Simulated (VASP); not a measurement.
# SiC (P6_3mc) in VASP: relaxation of shape and atoms at fixed volume with PBE

Aim: the relaxation of shape and atoms at fixed volume of SiC with PBE.

Program: VASP 6.6.1. These are calculated values, not measurements. Logs are shortened: lines on timing, memory, paths and dates and some standing lists are left out, and cuts for length are marked.

## Step 1: The cell of the first run

It takes space group P6_3mc (No. 186, hexagonal). The conventional cell has a = 3.064 Å, b = 3.064 Å, c = 20.038 Å, α = 90.00°, β = 90.00°, γ = 120.00°. Si (site symmetry 3m) has 4 C at 1.88 Å within 2.5 Å. Within 2.5 Å of Si (site symmetry 3m) lie 4 C at 1.88 Å. Si (site symmetry 3m) has 4 C at 1.88 Å within 2.5 Å. Within 2.5 Å of Si (site symmetry 3m) lie 4 C at 1.88 Å. Within 2.5 Å of C (site symmetry 3m) lie 4 Si at 1.88 Å. C (site symmetry 3m) has 4 Si at 1.88 Å within 2.5 Å. Within 2.5 Å of C (site symmetry 3m) lie 4 Si at 1.88 Å. Within 2.5 Å of C (site symmetry 3m) lie 4 Si at 1.88 Å.

## Step 2: Relaxation of shape and atoms at fixed volume, PBE (10.18 Å³/atom)

INCAR

```
PREC = Accurate
ENCUT = 600
EDIFF = 1E-6
ISMEAR = 0
SIGMA = 0.02
LREAL = Auto
LASPH = T
NELM = 80
ALGO = Normal
ISIF = 4
LWAVE = F
LCHARG = F
GGA = PE
IBRION = 2
NSW = 50
EDIFFG = -0.01
```

KPOINTS

```
Automatic mesh
0
Gamma
  12 12 2
```

POSCAR

```
SiC
1.0
    3.0639832244      0.0000000000      0.0000000000
   -1.5319916122      2.6534873091      0.0000000000
    0.0000000000      0.0000000000     20.0378872530
Si C
8 8
Direct
    0.3333333333      0.6666666667      0.2501045303
    0.6666666667      0.3333333333      0.7501045303
    0.3333333333      0.6666666667      0.6249934104
    0.6666666667      0.3333333333      0.1249934104
    0.0000000000      0.0000000000      0.0000908602
    0.0000000000      0.0000000000      0.5000908602
    0.3333333333      0.6666666667      0.8751806139
    0.6666666667      0.3333333333      0.3751806139
    0.3333333333      0.6666666667      0.9689188762
    0.6666666667      0.3333333333      0.4689188762
    0.0000000000      0.0000000000      0.0938595855
    0.0000000000      0.0000000000      0.5938595855
    0.3333333333      0.6666666667      0.3441181454
    0.6666666667      0.3333333333      0.8441181454
    0.3333333333      0.6666666667      0.7187339780
    0.6666666667      0.3333333333      0.2187339780
```

Potentials or basis: VASP PAW PBE potentials, release 64 (Si, C).

The run is started by

```sh
cat potpaw_PBE.64/Si/POTCAR potpaw_PBE.64/C/POTCAR > POTCAR
mpirun -np 1 vasp_std > vasp.out
```

OUTCAR:

```text
PREC = Accurate
   ENCUT = 600
   EDIFF = 1E-6
   ISMEAR = 0
   LREAL = Auto
   LASPH = T
   NELM = 80
   ISIF = 4
   GGA = PE
   IBRION = 2
   NSW = 50
   EDIFFG = -0.01

 ion  position               nearest neighbor table
   1  0.333  0.667  0.250-  16 1.88  16 1.88  16 1.88  13 1.88   8 3.07   8 3.07   8 3.07   4 3.07
                             4 3.07   4 3.07
   2  0.667  0.333  0.750-  15 1.88  15 1.88  15 1.88  14 1.88   7 3.07   7 3.07   7 3.07   3 3.07
                             3 3.07   3 3.07
   3  0.333  0.667  0.625-  12 1.88  12 1.88  12 1.88  15 1.88   6 3.06   6 3.06   6 3.06   2 3.07
                             2 3.07   2 3.07
   4  0.667  0.333  0.125-  11 1.88  11 1.88  11 1.88  16 1.88   5 3.06   5 3.06   5 3.06   1 3.07
                             1 3.07   1 3.07
   5  0.000  0.000  0.000-   9 1.88   9 1.88   9 1.88  11 1.88   4 3.06   4 3.06   4 3.06   7 3.06
                             7 3.06   7 3.06
   6  0.000  0.000  0.500-  10 1.88  10 1.88  10 1.88  12 1.88   3 3.06   3 3.06   3 3.06   8 3.06
                             8 3.06   8 3.06
   7  0.333  0.667  0.875-  14 1.88  14 1.88  14 1.88   9 1.88   5 3.06   5 3.06   5 3.06   2 3.07
                             2 3.07   2 3.07
   8  0.667  0.333  0.375-  13 1.88  13 1.88  13 1.88  10 1.88   6 3.06   6 3.06   6 3.06   1 3.07
                             1 3.07   1 3.07
   9  0.333  0.667  0.969-   5 1.88   5 1.88   5 1.88   7 1.88
  10  0.667  0.333  0.469-   6 1.88   6 1.88   6 1.88   8 1.88
  11  0.000  0.000  0.094-   4 1.88   4 1.88   4 1.88   5 1.88
  12  0.000  0.000  0.594-   3 1.88   3 1.88   3 1.88   6 1.88
  13  0.333  0.667  0.344-   8 1.88   8 1.88   8 1.88   1 1.88
  14  0.667  0.333  0.844-   7 1.88   7 1.88   7 1.88   2 1.88
  15  0.333  0.667  0.719-   2 1.88   2 1.88   2 1.88   3 1.88
  16  0.667  0.333  0.219-   1 1.88   1 1.88   1 1.88   4 1.88

  LATTYP: Found a hexagonal cell.
 ALAT       =     3.0639832244
 C/A-ratio  =     6.5398162410

  Lattice vectors:

 A1 = (   3.0639832244,   0.0000000000,   0.0000000000)
 A2 = (  -1.5319916122,   2.6534873091,   0.0000000000)
 A3 = (   0.0000000000,   0.0000000000,  20.0378872530)

Analysis of symmetry for initial positions (statically):
=====================================================================
 Subroutine PRICEL returns:
 Original cell was already a primitive cell.

 Routine SETGRP: Setting up the symmetry group for a
 hexagonal supercell.

 Subroutine GETGRP returns: Found 12 space group operations
 (whereof  6 operations were pure point group operations)
 out of a pool of 24 trial point group operations.

The static configuration has the point symmetry C_3v.
 The point group associated with its full space group is C_6v.

Analysis of symmetry for dynamics (positions and initial velocities):
=====================================================================
 Subroutine PRICEL returns:
 Original cell was already a primitive cell.

 Routine SETGRP: Setting up the symmetry group for a
 hexagonal supercell.

 Subroutine GETGRP returns: Found 12 space group operations
 (whereof  6 operations were pure point group operations)
 out of a pool of 24 trial point group operations.

The dynamic configuration has the point symmetry C_3v.
 The point group associated with its full space group is C_6v.

 Subroutine INISYM returns: Found 12 space group operations
 (whereof  6 operations are pure point group operations),
 and found     1 'primitive' translations

----------------------------------------------------------------------------------------

                                     Primitive cell

  volume of cell :     162.9128

  direct lattice vectors                    reciprocal lattice vectors
     3.063983224  0.000000000  0.000000000     0.326372544  0.188431276  0.000000000
    -1.531991612  2.653487309  0.000000000     0.000000000  0.376862552  0.000000000
     0.000000000  0.000000000 20.037887253     0.000000000  0.000000000  0.049905461

  length of vectors
     3.063983224  3.063983224 20.037887253     0.376862552  0.376862552  0.049905461

  position of ions in fractional coordinates (direct lattice)
     0.333333333  0.666666667  0.250104530
     0.666666667  0.333333333  0.750104530
     0.333333333  0.666666667  0.624993410
     0.666666667  0.333333333  0.124993410
     0.000000000  0.000000000  0.000090860
     0.000000000  0.000000000  0.500090860
[... 8 lines left out ...]
     0.333333333  0.666666667  0.718733978
     0.666666667  0.333333333  0.218733978

  ion indices of the primitive-cell ions
   primitive index   ion index
                 1           1
                 2           2
                 3           3
                 4           4
                 5           5
                 6           6
[... 8 lines left out ...]
                15          15
                16          16

----------------------------------------------------------------------------------------

 KPOINTS: Automatic mesh

Automatic generation of k-mesh.
 Grid dimensions read from file:
 generate k-points for:   12   12    2

 Generating k-lattice:

  Cartesian coordinates                     Fractional coordinates (reciprocal lattice)
     0.027197712  0.015702606  0.000000000     0.083333333 -0.000000000  0.000000000
     0.000000000  0.031405213  0.000000000     0.000000000  0.083333333  0.000000000
     0.000000000  0.000000000  0.024952730     0.000000000  0.000000000  0.500000000

  Length of vectors
     0.031405213  0.031405213  0.024952730

  Shift w.r.t. Gamma in fractional coordinates (k-lattice)
     0.000000000  0.000000000  0.000000000

 Subroutine IBZKPT returns following result:
 ===========================================

 Found     38 irreducible k-points:

 Following reciprocal coordinates:
            Coordinates               Weight
  0.000000  0.000000  0.000000      1.000000
  0.083333  0.000000  0.000000      6.000000
  0.166667  0.000000  0.000000      6.000000
  0.250000  0.000000  0.000000      6.000000
  0.333333 -0.000000  0.000000      6.000000
  0.416667  0.000000  0.000000      6.000000
[... 16 lines left out ...]
  0.250000  0.000000  0.500000      6.000000
  0.333333 -0.000000  0.500000      6.000000
 [... further k-points ...]
   k-points           NKPTS =     38   k-points in BZ     NKDIM =     38   number of bands    NBANDS=     41
   number of dos      NEDOS =    301   number of ions     NIONS =     16
   total plane-waves  NPLWV =  92160
   dimension x,y,z NGX =    24 NGY =   24 NGZ =  160
   dimension x,y,z NGXF=    48 NGYF=   48 NGZF=  320
   ions per type =               8   8
   NGX,Y,Z   is equivalent  to a cutoff of  13.02, 13.02, 13.27 a.u.
   NGXF,Y,Z  is equivalent  to a cutoff of  26.04, 26.04, 26.55 a.u.
 SYSTEM =  unknown system
   PREC   = accura    normal or accurate (medium, high low for compatibility)
   ISTART =      0    job   : 0-new  1-cont  2-samecut
   ICHARG =      2    charge: 1-file 2-atom 10-const
   ISPIN  =      1    spin polarized calculation?
   LNONCOLLINEAR =      F non collinear calculations
   LSORBIT =      F    spin-orbit coupling
   LASPH  =      T    aspherical Exc in radial PAW
   ENCUT  =  600.0 eV  44.10 Ry    6.64 a.u.   6.12  6.12 40.02*2*pi/ulx,y,z
   NELM   =     80;   NELMIN=  2; NELMDL= -5     # of ELM steps
   EDIFF  = 0.1E-05   stopping-criterion for ELM
   LREAL  =      T    real-space projection
   EDIFFG = -.1E-01   stopping-criterion for IOM
   NSW    =     50    number of steps for IOM
   IBRION =      2    ionic relax: 0-MD 1-quasi-New 2-CG
   NFREE  =      1    steps in history (QN), initial steepest desc. (CG)
   ISIF   =      4    stress and relaxation
   ISYM   =      2    0-nonsym 1-usesym 2-fastsym
   POTIM  = 0.5000    time-step for ionic-motion
   TEBEG  =    0.0;   TEEND  =   0.0 temperature during run
   PSTRESS=    0.0 pullay stress
   NELECT =      64.0000    total number of electrons
   NUPDOWN=      -1.0000    fix difference up-down
   EMIN   =  10.00;   EMAX   =-10.00  energy-range for DOS
   EFERMI =   0.00;   METHOD = LEGACY
   ISMEAR =     0;   SIGMA  =   0.02  broadening in eV -4-tet -1-fermi 0-gaus
   EFERMI_NEDOS =   21; number of points for ismear=-14 and -15
   IALGO  =     38    algorithm
   IMIX   =      4    mixing-type and parameters
     AMIX     =   0.40;   BMIX     =  1.00
     AMIX_MAG =   1.60;   BMIX_MAG =  1.00
  volume/ion in A,a.u.               =      10.18        68.71
  Fermi-wavevector in a.u.,A,eV,Ry     =   1.198992  2.265767 19.559497  1.437582
  Thomas-Fermi vector in A             =   2.334867
   LORBIT       =      0    0 simple, 1 ext, 2 COOP (PROOUT), +10 PAW based schemes
   GGA     = PE    functional components
   LHFCALC =     F    Hartree Fock is set to
   AEXX    =    0.0000 exact exchange contribution
   IVDW    =     0    specifies the selected vdW correction
   LEPSILON=     F    determine dielectric tensor
   LRPA    =     F    only Hartree local field effects (RPA)
 conjugate gradient relaxation of ions
 non-spin polarized calculation
 Gauss-broadening in eV      SIGMA  =   0.02
  energy-cutoff  :      600.00
  volume of cell :      162.91
 maximum number of plane-waves:      5502
   NGX = 13   NGY = 13   NGZ = 81

--------------------------------------- Ionic step        1  -------------------------------------------

 number of electron      64.0000000 magnetization

 Free energy of the ion-electron system (eV)
  ---------------------------------------------------
  ext. energy  EPLUGINS =         0.00000000
  ---------------------------------------------------
  free energy    TOTEN  =      -120.40370363 eV

  energy without entropy =     -120.40370363  energy(sigma->0) =     -120.40370363

------------------------ aborting loop because EDIFF is reached ----------------------------------------

  FORCE on cell =-STRESS in cart. coord.  units (eV):
  Direction    XX          YY          ZZ          XY          YZ          ZX
  --------------------------------------------------------------------------------------
  -------------------------------------------------------------------------------------
  Total        6.8616635      6.8616635      6.8411930      0.0000000      0.0000000      0.0000000
  in kB       67.4814914     67.4814914     67.2801730      0.0000000      0.0000000      0.0000000
  external PRESSURE =      67.4143852 kB  Pullay stress =       0.0000000 kB
[... 85 lines left out ...]
  energy  without entropy=     -120.4037017203  energy(sigma->0) =     -120.40370172

--------------------------------------- Ionic step        3  -------------------------------------------

 number of electron      64.0000000 magnetization

 Free energy of the ion-electron system (eV)
  ---------------------------------------------------
  ext. energy  EPLUGINS =         0.00000000
  ---------------------------------------------------
  free energy    TOTEN  =      -120.40370862 eV

  energy without entropy =     -120.40370862  energy(sigma->0) =     -120.40370862

 E-fermi :   8.4427     XC(G=0): -11.4248

 val. band max:        8.3224994866   @ k =   0.0000   0.0000   0.0000
 cond. band min:      10.0849716183   @ k =   0.5000   0.0000   0.0000
 fundamental gap:      1.7624721317
 Fermi energy:         8.4427011137

 k-point     1 :       0.0000    0.0000    0.0000
  band No.  band energies     occupation
      1      -7.2486      2.00000
      2      -6.9586      2.00000
      3      -6.9207      2.00000
      4      -6.0458      2.00000
      5      -6.0276      2.00000
      6      -4.6765      2.00000
[... 1045 lines left out ...]
     40      13.9146      0.00000
     41      14.3647      0.00000

 [... further k-points ...]
[... 5 lines left out ...]
  --------------------------------------------------------------------------------------
  -------------------------------------------------------------------------------------
  Total        6.8455216      6.8455216      6.8691592      0.0000000      0.0000000      0.0000000
  in kB       67.3227427     67.3227427     67.5552084      0.0000000      0.0000000      0.0000000
  external PRESSURE =      67.4002312 kB  Pullay stress =       0.0000000 kB
[... 31 lines left out ...]
  FREE ENERGIE OF THE ION-ELECTRON SYSTEM (eV)
  ---------------------------------------------------
  free  energy   TOTEN  =      -120.4037086217 eV

  energy  without entropy=     -120.4037086217  energy(sigma->0) =     -120.40370862

 reached required accuracy - stopping structural energy minimisation
```

Wall time 6.2 min (1 thread of Intel Xeon 6975P-C (Granite Rapids), shared host); peak memory 0.4 GiB.

Results:

| Property | Result |
| --- | --- |
| Free energy | -120.4037 eV |
| Energy gained by relaxing | 0.0 meV/atom |
| Ionic steps | 3 |
| Pressure after relaxing | 6.7 GPa |
| Band gap on the k mesh | 1.76 eV (least direct gap 2.85 eV) |

Final structure:
```yaml
crystal:
  lattice:
    - [3.06401, 0.00000, 0.00000]
    - [-1.53201, 2.65351, 0.00000]
    - [0.00000, 0.00000, 20.03751]
  atoms:
    - { symbol: Si, position: [0.33333, 0.66667, 0.25012] }
    - { symbol: Si, position: [0.66667, 0.33333, 0.75012] }
    - { symbol: Si, position: [0.33333, 0.66667, 0.62499] }
    - { symbol: Si, position: [0.66667, 0.33333, 0.12499] }
    - { symbol: Si, position: [0.00000, 0.00000, 0.00010] }
    - { symbol: Si, position: [0.00000, 0.00000, 0.50010] }
    - { symbol: Si, position: [0.33333, 0.66667, 0.87518] }
    - { symbol: Si, position: [0.66667, 0.33333, 0.37518] }
    - { symbol: C, position: [0.33333, 0.66667, 0.96892] }
    - { symbol: C, position: [0.66667, 0.33333, 0.46892] }
    - { symbol: C, position: [0.00000, 0.00000, 0.09386] }
    - { symbol: C, position: [0.00000, 0.00000, 0.59386] }
    - { symbol: C, position: [0.33333, 0.66667, 0.34411] }
    - { symbol: C, position: [0.66667, 0.33333, 0.84411] }
    - { symbol: C, position: [0.33333, 0.66667, 0.71873] }
    - { symbol: C, position: [0.66667, 0.33333, 0.21873] }
```

A k mesh can miss the band edges.
